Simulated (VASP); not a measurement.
Input of a VASP 6.6.1 run:

File INCAR:

```
SYSTEM = NbTe4Mo
PREC = Accurate
ENCUT = 520
EDIFF = 1E-7
ISMEAR = 0
SIGMA = 0.1
LREAL = .FALSE.
LASPH = .TRUE.
NELM = 150
ALGO = Normal
ISIF = 2
LWAVE = .FALSE.
LCHARG = .TRUE.
ISPIN = 2
MAGMOM = 0.33 0 0 0 0 0
LORBIT = 11
LMAXMIX = 4
GGA = PE
LVHAR = .TRUE.
NBANDS = 38
KPAR = 4
```

Contents of KPOINTS:

```
regular mesh
0
G
  12 12 4
  0 0 0
```

Contents of POSCAR:

```
NbTe4Mo
1.0
    3.6163358665     -0.0000000289      0.0000000000
   -1.8081679083      3.1318387434      0.0000000000
    0.0000000000      0.0000000000     17.1563340000
Nb Te Mo
1 4 1
Direct
    0.0000000000      0.0000000000      0.0000000000
    0.3333333333      0.6666666667      0.3958790000
    0.3333333333      0.6666666667      0.8905100000
    0.3333333333      0.6666666667      0.1094900000
    0.3333333333      0.6666666667      0.6041210000
    0.0000000000      0.0000000000      0.5000000000
```

Potentials or basis: VASP PAW PBE potentials, release 64 (Nb_sv, Te, Mo_sv).

The run is started by

```console
$ cat potpaw_PBE.64/Nb_sv/POTCAR potpaw_PBE.64/Te/POTCAR potpaw_PBE.64/Mo_sv/POTCAR > POTCAR
$ mpirun -np 4 vasp_std > vasp.out
```

Question: Predict the pressure.

Answer: 0.0 GPa.

Question: Predict the site moments.

Answer: Nb +0.36; Te +0.00, +0.01 (each value once); Mo +0.00 μB.

Forces on the atoms (eV/Å):
```
Nb   0.000  0.000  0.000
Te   0.000  0.000 -0.009
Te   0.000  0.000  0.015
Te   0.000  0.000 -0.015
Te   0.000  0.000  0.009
Mo   0.000  0.000  0.000
```

Caveat: a moment this small can come from the mesh or the smearing; this functional lacks dispersion, which binds layers or chains, so the pressure and a relaxed spacing across them are unreliable.
